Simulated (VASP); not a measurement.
Input of a VASP 6.6.1 run:

File INCAR:

```
SYSTEM = SbPt
PREC = Accurate
ENCUT = 600
EDIFF = 1E-6
ISMEAR = 0
SIGMA = 0.1
LREAL = .FALSE.
LASPH = .TRUE.
NELM = 80
ALGO = Normal
ISIF = 4
LWAVE = .FALSE.
LCHARG = .FALSE.
GGA = PS
IBRION = 2
NSW = 50
EDIFFG = -0.01
```

File KPOINTS:

```
Automatic mesh
0
G
  12 12 8
  0 0 0
```

File POSCAR:

```
SbPt
1.0
    4.2581960077      0.0000000000      0.0000000000
   -2.1290980038      3.6877059170      0.0000000000
    0.0000000000      0.0000000000      5.5610539806
Sb Pt
2 2
Direct
    0.3333333333      0.6666666667      0.2500000000
    0.6666666667      0.3333333333      0.7500000000
    0.0000000000      0.0000000000      0.0000000000
    0.0000000000      0.0000000000      0.5000000000
```

Potentials or basis: VASP PAW PBE potentials, release 64 (Sb, Pt).

Run with:

```console
$ cat potpaw_PBE.64/Sb/POTCAR potpaw_PBE.64/Pt/POTCAR > POTCAR
$ mpirun -np 1 vasp_std > vasp.out
```

Question: Estimate the band gap on the k mesh.

Answer: Zero (bands 15 and 16 overlap by 3.76 eV).

Final structure:
```
Sb Pt
1.0
     4.26437    0.00000    0.00000
    -2.13219    3.69305    0.00000
     0.00000    0.00000    5.54496
Sb Pt
2 2
Direct
  0.33333 0.66667 0.25000
  0.66667 0.33333 0.75000
  0.00000 0.00000 0.00000
  0.00000 0.00000 0.50000
```

Caveat: spin-orbit coupling is left out, which moves the levels of the heavy elements.
